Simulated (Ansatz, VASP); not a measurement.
**Two plane-wave programs on MgO**

Contents of INCAR:

```
SYSTEM = MgO
ALGO     = Normal         ! electronic algorithm
EDIFF    = 1E-6           ! SCF threshold, eV
ENCUT    = 520            ! plane-wave cutoff, eV
GGA      = PS             ! functional
ISIF     = 2              ! what is computed and relaxed
ISMEAR   = 0              ! smearing method
LASPH    = .True.         ! aspherical terms in the spheres
LCHARG   = .False.        ! write CHGCAR
LREAL    = .False.        ! projectors in reciprocal space
LWAVE    = .False.        ! write WAVECAR
NBANDS   = 11             ! bands
NELM     = 60             ! most SCF steps
PREC     = Accurate       ! precision mode
SIGMA    = 0.05           ! smearing width, eV
```

The input KPOINTS:

```
k-points
0
Gamma
  10 10 10
  0 0 0
```

File POSCAR:

```
MgO
1.0
    0.0000000000      2.1602858632      2.1602858632
    2.1602858632      0.0000000000      2.1602858632
    2.1602858632      2.1602858632      0.0000000000
Mg O
1 1
Direct
    0.0126180202      0.0126180202     -0.0126180202
    0.4808312406      0.4808312406      0.5191687594
```

Input for Ansatz:

```yaml
crystal:
  lattice:
    - [0.0, 2.1602858632, 2.1602858632]
    - [2.1602858632, 0.0, 2.1602858632]
    - [2.1602858632, 2.1602858632, 0.0]
  atoms:
    - { symbol: Mg, position: [0.0126180202, 0.0126180202, -0.0126180202] }
    - { symbol: O, position: [0.4808312406, 0.4808312406, 0.5191687594] }
basis:
  ecutwfc: 520.0
kpoints:
  mp_grid: { grid: [10, 10, 10] }
hamiltonian:
  xc: pbesol
  pseudopotentials: { kind: paw, azcp: { folder: soft_1 } }
scf:
  occupations: { method: gaussian, width: 0.05 }
output:
  forces: true
  stress: true
  eigenvalues: true
```

Change from the starting cell: mode 6 frozen in at -0.081 Å, equal normal strain along x, y and z +0.0250.

Alike in both runs: task single point; functional PBEsol; k mesh 10 × 10 × 10; occupations gaussian, width 0.05 eV; no spin polarisation.

```csv
,VASP,Ansatz
version,VASP 6.6.1,Ansatz 0.2.0
potentials or method,"VASP PAW PBE potentials, release 64 (Mg, O), cutoff 520 eV","scalar-relativistic, plane waves, PAW"
valence electrons in the cell,8,16
```

VASP gave:

```
gap on the k mesh at the Fermi level (eV)                     : 3.93
least direct gap on the mesh (eV)                             : 3.93
pressure (GPa)                                                : -9.1
traceless stress, the component that is largest in VASP (GPa) : 3.33
rms of the force components (eV/Å)                            : 0.334
```

Problem. Estimate Ansatz's values.

Solution. gap on the k mesh at the Fermi level (eV): 3.94; least direct gap on the mesh (eV): 3.94; pressure (GPa): -8.6; traceless stress, the component that is largest in VASP (GPa): 3.28; rms of the force components (eV/Å): 0.332.

VASP's potentials were made for PBE, not for PBEsol, and Ansatz warns of the same on its side. Atom by atom the forces differ by 0.002 eV/Å (rms over components). VASP's potentials hold 8 valence electrons a cell and Ansatz's 16, so a difference there can come from the potentials and not from the codes.
